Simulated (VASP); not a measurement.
**SnSe: single point with r2SCAN**

SnSe:

```
Sn Se
1.0
     0.00000    3.01000    3.01000
     3.01000    0.00000    3.01000
     3.01000    3.01000    0.00000
Sn Se
1 1
Cartesian
  0.0000 0.0000 0.0000
  3.0100 3.0100 2.9350
```

This cell differs from its parent crystal: all Se atoms moved +0.075 Å, as atom 2 towards its neighbour atom 1 (Sn) at 3.010 Å.

```
Program                : VASP 6.6.1
Task                   : single point
Functional             : r2SCAN
Potentials or basis    : VASP PAW PBE potentials, release 64 (Sn_d, Se)
Cutoff                 : 520 eV
k mesh                 : 10 × 10 × 10
Occupations            : gaussian, width 0.05 eV
Spin                   : no spin polarisation
Dipole correction      : no
Further INCAR settings : ALGO = Normal; EDIFF = 1e-07; NBANDS = 17
```

```json
{"Pressure": "0.1 GPa", "Largest force": "0.022 eV/Å", "Band gap on the k mesh": "0.49 eV"}
```

Forces on the atoms (eV/Å):
```
Sn   0.000  0.000  0.022
Se   0.000  0.000 -0.022
```

Stress tensor (GPa, compression positive):
```
0.01 0.00 0.00
0.00 0.01 0.00
0.00 0.00 0.14
```

Levels at points of the mesh, in eV from the valence-band top:
| k point | band 6 | band 7 | band 8 | band 9 | band 10 | band 11 | band 12 | band 13 | band 14 | band 15 |
| --- | --- | --- | --- | --- | --- | --- | --- | --- | --- | --- |
| (0.00, 0.00, 0.00) | -14.71 | -5.24 | -2.64 | -2.62 | -2.62 | 4.32 | 4.32 | 4.38 | 6.06 | 6.10 |
| (0.50, 0.00, 0.00) | -13.74 | -8.56 | -2.38 | -2.36 | 0.00 | 0.49 | 1.15 | 1.19 | 8.57 | 10.43 |
| (0.50, 0.50, 0.00) | -13.44 | -6.49 | -5.79 | -4.09 | -4.09 | 3.13 | 5.48 | 5.48 | 6.18 | 10.63 |
| (0.00, 0.50, 0.50) | -13.44 | -6.35 | -5.93 | -4.08 | -4.08 | 3.08 | 5.50 | 5.52 | 6.17 | 10.63 |

Wall time 110 s on 1 thread of Intel(R) Xeon(R) 6975P-C (Granite Rapids), with other jobs on the host, peak memory 0.25 GiB.

Caveat: the cell differs from its parent crystal (all Se atoms moved +0.075 Å, as atom 2 towards its neighbour atom 1 (Sn) at 3.010 Å); the PAW data sets were made with another functional, which shifts forces and pressure a little; spin-orbit coupling is left out, which moves the levels of the heavy elements. A k mesh can miss the band edges.
